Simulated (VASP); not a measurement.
Set up this calculation in VASP 6.6.1, as the native input.

- Task: relaxation of the atoms
- Functional: PBE
- Potentials or basis: VASP PAW PBE potentials, release 64 (Ba_sv, Te)
- Cutoff: 520 eV
- k mesh: 7 × 7 × 7
- Occupations: fermi-dirac, width 0.05 eV
- Spin: no spin polarisation
- Dipole correction: no
- Further INCAR settings: ALGO = Normal; EDIFF = 1e-06; IBRION = 2; EDIFFG = -0.01; NSW = 60

The structure of BaTe lies in POSCAR:

```
BaTe
1.0
    0.0000000000      3.4100000000      3.2736000000
    3.4100000000      0.0000000000      3.2736000000
    3.4100000000      3.4100000000      0.0000000000
Ba Te
1 1
Direct
    0.0000000000      0.0000000000      0.0000000000
    0.5000000000      0.5000000000      0.5000000000
```

These files were run (other wordings do the same):

INCAR

```
SYSTEM = BaTe
  PREC = Accurate
  ENCUT = 520
  EDIFF = 1E-6
  ISMEAR = -1
  SIGMA = 0.05
  LREAL = .False.
  LASPH = .True.
  NELM = 100
  ALGO = Normal
  ISIF = 2
  LWAVE = .False.
  LCHARG = .False.
  GGA = PE
  IBRION = 2
  NSW = 60
  EDIFFG = -0.01
```

KPOINTS

```
regular mesh
0
Gamma
  7 7 7
  0 0 0
```

Potentials or basis: VASP PAW PBE potentials, release 64 (Ba_sv, Te).

Launch:

```console
$ cat potpaw_PBE.64/Ba_sv/POTCAR potpaw_PBE.64/Te/POTCAR > POTCAR
$ mpirun -np 1 vasp_std > vasp.out
```

It gave:

```yaml
Pressure_after_relaxing: 6.5 GPa
Band_gap_on_the_k_mesh: 1.14 eV, indirect (least direct gap 1.51 eV)
```

Caveat: the relaxation stopped at its first step, so nothing moved; spin-orbit coupling is left out, which moves the levels of the heavy elements.

It took 69 s on 1 thread of AMD EPYC 7R13, on a shared host, peak memory 0.2 GiB.
